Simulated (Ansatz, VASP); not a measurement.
Two plane-wave programs on Si

INCAR

```
PREC     = Accurate       # precision mode
ENCUT    = 520            # plane-wave cutoff, eV
EDIFF    = 1E-6           # SCF threshold, eV
ISMEAR   = 0              # smearing method
SIGMA    = 0.05           # smearing width, eV
LREAL    = False          # projectors in reciprocal space
LASPH    = True           # aspherical terms in the spheres
NELM     = 150            # most SCF steps
ALGO     = Normal         # electronic algorithm
ISIF     = 2              # what is computed and relaxed
LWAVE    = False          # write WAVECAR
LCHARG   = False          # write CHGCAR
ISPIN    = 2              # spin polarisation
MAGMOM   = 0 0 0 0 2      # initial moments
LORBIT   = 11             # projections on sites
LDIPOL   = True         
IDIPOL   = 3            
DIPOL    = 0.5 0.5 0.337
GGA      = CA             # functional
NBANDS   = 22             # bands
```

Contents of KPOINTS:

```
regular mesh
0
Gamma
  7 7 1
```

The input POSCAR:

```
Si
1.0
    3.8195065206      0.0000000000      0.0000000000
    0.0000000000      3.8195065206      0.0000000000
    0.0000000000      0.0000000000     21.0645252450
Si
5
Direct
    0.0000000000      0.5000000000      0.1898927203
    0.0000000000      0.0000000000      0.2540004780
    0.5000000000      0.0000000000      0.3202822601
    0.5000000000      0.5000000000      0.3828486591
    0.6250000000      0.6250000000      0.5380859579
```

Input for Ansatz:

```yaml
crystal:
  lattice:
    - [3.8195065206, 0.0, 0.0]
    - [0.0, 3.8195065206, 0.0]
    - [0.0, 0.0, 21.064525245]
  atoms:
    - { symbol: Si, position: [0.0, 0.5, 0.1898927203] }
    - { symbol: Si, position: [0.0, 0.0, 0.254000478] }
    - { symbol: Si, position: [0.5, 0.0, 0.3202822601] }
    - { symbol: Si, position: [0.5, 0.5, 0.3828486591] }
    - { symbol: Si, position: [0.625, 0.625, 0.5380859579], spin: 2.0 }
basis:
  ecutwfc: 420
kpoints:
  mp_grid: { grid: [7, 7, 1] }
hamiltonian:
  xc: lda
  pseudopotentials: { kind: paw, azcp: { folder: soft_1 } }
scf:
  occupations: { method: gaussian, width: 0.05 }
output:
  forces: true
  eigenvalues: true
  populations: true
magnetization:
  spin_polarized: true
efield:
  axis: 3
  dipole_correction: true
  ramp_width: 0.04
```

Alike in both runs: task single point; functional LDA; k mesh 7 × 7 × 1; occupations gaussian, width 0.05 eV; collinear spin.

```csv
,VASP,Ansatz
version,VASP 6.6.1,Ansatz 0.2.0
potentials or method,"VASP PAW LDA potentials, release 64 (Si), cutoff 520 eV","scalar-relativistic, plane waves, PAW"
valence electrons in the cell,20,20
```

Ansatz gave:

| Property | Result |
| --- | --- |
| gap on the k mesh at the Fermi level (eV) | none |
| rms of the force components (eV/Å) | 0.451 |
| net moment per atom (μB) | 0.06 |
| size of the moment on the site where the two differ most (μB) | 0.16 |

Q: Estimate VASP's values.

A: gap on the k mesh at the Fermi level (eV): none; rms of the force components (eV/Å): 0.453; net moment per atom (μB): 0.05; size of the moment on the site where the two differ most (μB): 0.07.

Ansatz warns that its potentials were made for another functional, while VASP's fit it. LDA's correlation is that of Perdew and Zunger in VASP and of Perdew and Wang (1992) in Ansatz. Site moments also hang on the region over which each program counts them. Atom by atom the forces differ by 0.002 eV/Å (rms over components). A gap of «none» marks a metal or a gap that the smearing closes.
